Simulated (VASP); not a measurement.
Wanted: the native input for a VASP 6.6.1 run.

```
Task                   : single point
Functional             : PBE
Potentials or basis    : VASP PAW PBE potentials, release 64 (Ga_d, N)
Cutoff                 : 520 eV
k mesh                 : 10 × 10 × 10
Occupations            : fermi-dirac, width 0.02 eV
Spin                   : no spin polarisation
Dipole correction      : no
Further INCAR settings : ALGO = Normal; EDIFF = 1e-06; NBANDS = 16
```

The structure of GaN lies in POSCAR:

```
GaN
1.0
   -0.0365827252      2.1141028138      2.1141028138
    2.1141028138     -0.0365827252      2.1141028138
    2.1141028138      2.1141028138     -0.0365827252
Ga N
1 1
Direct
    0.0000000000      0.0000000000      0.0000000000
    0.5000000000      0.5000000000      0.5000000000
```

This cell differs from its parent crystal: epitaxial 111 strain +2.0%.

One way to write it, as run:

INCAR

```
ALGO = Normal
EDIFF = 1E-6
ENCUT = 520
GGA = PE
ISIF = 2
ISMEAR = -1
LASPH = T
LCHARG = F
LREAL = F
LWAVE = F
NBANDS = 16
NELM = 80
PREC = Accurate
SIGMA = 0.02
```

KPOINTS

```
k-points
0
Gamma
  10 10 10
```

Potentials or basis: VASP PAW PBE potentials, release 64 (Ga_d, N).

Run with:

```bash
$ cat potpaw_PBE.64/Ga_d/POTCAR potpaw_PBE.64/N/POTCAR > POTCAR
$ mpirun -np 1 vasp_std > vasp.out
```

It gave:

| Item | Value |
| --- | --- |
| Pressure | 1.3 GPa |
| Band gap on the k mesh | 0.37 eV (least direct gap 2.19 eV) |

Caveat: the cell differs from its parent crystal (epitaxial 111 strain +2.0%).

It took 38 s on 1 thread of Intel Xeon 8259CL, with other jobs on the host, peak memory 0.16 GiB.
